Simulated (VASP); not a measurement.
Set up this calculation in VASP 6.6.1, as the native input.

```yaml
Task: single point
Functional: PBE
Dispersion: D3(BJ)
Potentials_or_basis: VASP PAW PBE potentials, release 64 (Se, W_sv)
Cutoff: 520 eV
k_mesh: 9 × 9 × 1
Occupations: gaussian, width 0.05 eV
Spin: no spin polarisation
Dipole_correction: yes
Further_INCAR_settings: ALGO = Normal; EDIFF = 1e-06; NBANDS = 35
```

The structure of WSe2 lies in POSCAR:

```
WSe2
1.0
    3.2854927591      0.0000000000      0.0000000000
   -1.6427463796      2.8453201933      0.0000000000
    0.0000000000      0.0000000000     24.2386469112
Se W
4 2
Direct
    0.3333333333      0.6666666667      0.1856539277
    0.3333333333      0.6666666667      0.3246601794
    0.3333333333      0.8333333333      0.4529676717
    0.3333333333      0.8333333333      0.5919739235
    0.6666666667      0.3333333333      0.2551570535
    0.0000000000      1.1666666667      0.5224707976
```

This cell differs from its parent crystal: layers slid over each other.

The input as run:

INCAR

```
PREC = Accurate ; ENCUT = 520
EDIFF = 1E-6 ; ISMEAR = 0
SIGMA = 0.05 ; LREAL = False
LASPH = True ; NELM = 80
ALGO = Normal ; ISIF = 2
LWAVE = False ; LCHARG = False
LDIPOL = True ; IDIPOL = 3
DIPOL = 0.5 0.5 0.389 ; GGA = PE
IVDW = 12 ; NBANDS = 35
```

KPOINTS

```
Automatic mesh
0
Gamma
  9 9 1
```

Potentials or basis: VASP PAW PBE potentials, release 64 (Se, W_sv).

Launch:

```bash
$ cat potpaw_PBE.64/Se/POTCAR potpaw_PBE.64/W_sv/POTCAR > POTCAR
$ mpirun -np 1 vasp_std > vasp.out
```

It gave:

```
Largest force              : 0.360 eV/Å
Band gap on the k mesh     : 1.27 eV (least direct gap 1.66 eV)
Dispersion energy per atom : -0.400 eV
```

Caveat: the cell differs from its parent crystal (layers slid over each other); spin-orbit coupling is left out, which moves the levels of the heavy elements.

Run time: 3 min on 1 thread of Intel(R) Xeon(R) 6975P-C (Granite Rapids), with other jobs on the host, peak memory 0.48 GiB.
